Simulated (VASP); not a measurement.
A run of VASP 6.6.1 is set up as follows.

INCAR

```
PREC = Accurate
ENCUT = 520
EDIFF = 1E-8
ISMEAR = -1
SIGMA = 0.03
LREAL = F
LASPH = T
NELM = 80
ALGO = Normal
ISIF = 2
LWAVE = F
LCHARG = F
GGA = CA
LEFG = T
NBANDS = 15
```

File KPOINTS:

```
Automatic mesh
0
Gamma
  10 10 10
```

Contents of POSCAR:

```
LaP
1.0
    0.0000000000      3.0125000000      3.0125000000
    3.0125000000      0.0000000000      3.0125000000
    3.0125000000      3.0125000000      0.0000000000
La P
1 1
Direct
    0.0000000000      0.0000000000      0.0000000000
    0.5000000000      0.5000000000      0.5000000000
```

Potentials or basis: VASP PAW LDA potentials, release 64 (La, P).

Run with:

```console
$ cat potpaw_LDA.64/La/POTCAR potpaw_LDA.64/P/POTCAR > POTCAR
$ mpirun -np 1 vasp_std > vasp.out
```

(1) Estimate the band gap on the k mesh.

(2) Predict the pressure.

Answers

(1) zero (band 8 reaches 6.39 eV, above the bottom of band 9 at 6.19 eV).

(2) -3.3 GPa.

Caveat: without QUAD_EFG the Cq values of the log hold for a quadrupole moment of 1 mb, not for the nuclei; spin-orbit coupling is left out, which moves the levels of the heavy elements.
